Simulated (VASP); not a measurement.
NbSi, 2 atoms in the cell. Symmetry: Pm-3m, No. 221, cubic system. Conventional cell: a = 3.156 Å, b = 3.156 Å, c = 3.156 Å, α = 90.00°, β = 90.00°, γ = 90.00°. Within 3.6 Å of Nb (site symmetry m-3m) lie 8 Si at 2.73 Å and 6 Nb at 3.16 Å. Within 3.6 Å of Si (site symmetry m-3m) lie 8 Nb at 2.73 Å and 6 Si at 3.16 Å. 

- Program: VASP 6.6.1
- Task: single point
- Functional: r2SCAN
- Potentials or basis: VASP PAW PBE potentials, release 64 (Nb_sv, Si)
- Cutoff: 520 eV
- k mesh: 8 × 8 × 8
- Occupations: fermi-dirac, width 0.05 eV
- Spin: no spin polarisation
- Dipole correction: no
- Further INCAR settings: ALGO = Normal; EDIFF = 1e-07; NBANDS = 16

Potentials or basis: VASP PAW PBE potentials, release 64 (Nb_sv, Si).

Run with:

```bash
$ cat potpaw_PBE.64/Nb_sv/POTCAR potpaw_PBE.64/Si/POTCAR > POTCAR
$ cp INCAR.step1 INCAR
$ mpirun -np 1 vasp_std > vasp.out
$ cp INCAR.step2 INCAR
$ mpirun -np 1 vasp_std > vasp.out
```

Hardware: 1 thread of AMD EPYC 7R13, on a shared host.

Question: How long does it take, and how much memory?

Answer: It took 86 s on 1 thread of AMD EPYC 7R13 (shared host), peak memory 0.12 GiB. Counts: k points 35.
